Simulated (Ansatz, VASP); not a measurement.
# Ge: VASP beside Ansatz

File INCAR:

```
PREC = Accurate
ENCUT = 520
EDIFF = 1E-6
ISMEAR = 1
SIGMA = 0.3
LREAL = False
LASPH = True
NELM = 80
ALGO = Normal
ISIF = 2
LWAVE = False
LCHARG = False
NBANDS = 21
```

Contents of KPOINTS:

```
Automatic mesh
0
Gamma
  10 10 10
```

Contents of POSCAR:

```
Ge
1.0
    0.0000000000      2.8147752533      2.8147752533
    2.8147752533      0.0000000000      2.8147752533
    2.8147752533      2.8147752533      0.0000000000
Ge
2
Direct
    0.5000000000      0.5000000000      0.5000000000
    0.7500000000      0.7500000000      0.7500000000
```

Input for Ansatz:

```yaml
crystal:
  lattice:
    - [0.0, 2.8147752533, 2.8147752533]
    - [2.8147752533, 0.0, 2.8147752533]
    - [2.8147752533, 2.8147752533, 0.0]
  atoms:
    - { symbol: Ge, position: [0.5, 0.5, 0.5] }
    - { symbol: Ge, position: [0.75, 0.75, 0.75] }
hamiltonian:
  xc: lda
  pseudopotentials:
    kind: paw
    azcp:
      Ge: "pseudopotentials/Ge.paw.azcp"
basis:
  ecutwfc: 420
  fft_grid_basis: typed
kpoints:
  mp_grid: { grid: [10, 10, 10], shift: [0, 0, 0] }
magnetization:
  spin_polarized: false
scf:
  occupations: { method: cold, width: 0.3 }
  lower_state_search: "off"
output:
  stress: true
```

Alike in both runs: task single point; functional LDA; k mesh 10 × 10 × 10; no spin polarisation.

|  | VASP | Ansatz |
| --- | --- | --- |
| version | VASP 6.6.1 | Ansatz 0.2.0 |
| potentials or method | VASP PAW LDA potentials, release 64 (Ge_d), cutoff 520 eV | plane waves (420 eV) with PAW, scalar-relativistic |
| occupations | methfessel-paxton of order 1, width 0.3 eV | cold, width 0.3 eV |
| valence electrons in the cell | 28 | 28 |

```tsv
	VASP	Ansatz	Ansatz less VASP
pressure (GPa)	-0.1	-0.3	-0.22
```

Ansatz warns that its potentials were made for another functional, while VASP's fit it. LDA's correlation is that of Perdew and Zunger in VASP and of Perdew and Wang (1992) in Ansatz.
